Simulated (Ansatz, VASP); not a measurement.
# Two plane-wave programs on Tl

INCAR

```
SYSTEM = Tl
PREC = Accurate
ENCUT = 520
EDIFF = 1E-7
ISMEAR = 0
SIGMA = 0.1
LREAL = .FALSE.
LASPH = .TRUE.
NELM = 60
ALGO = Normal
ISIF = 2
LWAVE = .FALSE.
LCHARG = .FALSE.
GGA = PS
NBANDS = 12
```

Contents of KPOINTS:

```
regular mesh
0
G
  14 14 14
  0 0 0
```

Contents of POSCAR:

```
Tl
1.0
    0.0000000000      2.4730496812      2.4730496812
    2.4730496812      0.0000000000      2.4730496812
    2.4730496812      2.4730496812      0.0000000000
Tl
1
Direct
    0.0000000000      0.0000000000      0.0000000000
```

Input for Ansatz:

```yaml
crystal:
  lattice:
    - [0.0, 2.4730496812, 2.4730496812]
    - [2.4730496812, 0.0, 2.4730496812]
    - [2.4730496812, 2.4730496812, 0.0]
  atoms:
    - { symbol: Tl, position: [0.0, 0.0, 0.0] }
basis:
  ecutwfc: 420
kpoints:
  mp_grid: { grid: [14, 14, 14] }
hamiltonian:
  xc: pbesol
scf:
  occupations: { method: gaussian, width: 0.1 }
output:
  forces: true
  stress: true
  eigenvalues: true
  write_density: true
  write_potential: true
  elf: true
  volumetric_format: npy
```

Alike in both runs: task single point; functional PBEsol; k mesh 14 × 14 × 14; occupations gaussian, width 0.1 eV; no spin polarisation.

|  | VASP | Ansatz |
| --- | --- | --- |
| version | VASP 6.6.1 | Ansatz 0.2.0 |
| potentials or method | VASP PAW PBE potentials, release 64 (Tl_d), cutoff 520 eV | scalar-relativistic, plane waves, PAW |
| valence electrons in the cell | 13 | 13 |

```csv
,VASP,Ansatz,Ansatz less VASP
gap on the k mesh at the Fermi level (eV),none,none,-
pressure (GPa),-2.0,-2.0,+0.06
```

VASP's potentials were made for PBE, not for PBEsol. A gap of «none» marks a metal or a gap that the smearing closes. With one functional, cell and mesh, what is left measures potentials, basis and numerics.

Spin-orbit coupling is off throughout.
